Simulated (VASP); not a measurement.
CaO: single point with PBE0

CaO:

```xyz
2
Lattice="0.0000 2.4036 2.4036 2.4036 0.0000 2.4036 2.4036 2.4036 0.0000" Properties=species:S:1:pos:R:3 pbc="T T T"
Ca    0.0000    0.0000    0.0000
O     2.4036    2.4036    2.4036
```

```json
{
 "Program": "VASP 6.6.1",
 "Task": "single point",
 "Functional": "PBE0",
 "Potentials or basis": "VASP PAW PBE potentials, release 64 (Ca_sv, O)",
 "Cutoff": "520 eV",
 "k mesh": "5 × 5 × 5",
 "Occupations": "fermi-dirac, width 0.05 eV",
 "Spin": "no spin polarisation"
}
```

```json
{
 "Pressure": "-0.1 GPa",
 "Band gap on the k mesh": "6.26 eV (least direct gap 6.68 eV)"
}
```

Levels at points of the mesh, in eV from the valence-band top:
| k point | band 4 | band 5 | band 6 | band 7 | band 8 | band 9 | band 10 | band 11 | band 12 | band 13 |
| --- | --- | --- | --- | --- | --- | --- | --- | --- | --- | --- |
| (0.00, 0.00, 0.00) | -19.50 | -17.06 | 0.00 | 0.00 | 0.00 | 6.96 | 8.97 | 8.97 | 8.97 | 10.60 |

It took 6.6 min on 1 thread of AMD EPYC 9R45 96-Core Processor (Zen 5), on a shared host, peak memory 0.14 GiB.

Caveat: the k points lie up to 0.45 Å⁻¹ apart; the PAW data sets were made with another functional, which shifts forces and pressure a little; an odd mesh through Γ misses points on the zone boundary, where band edges can lie.
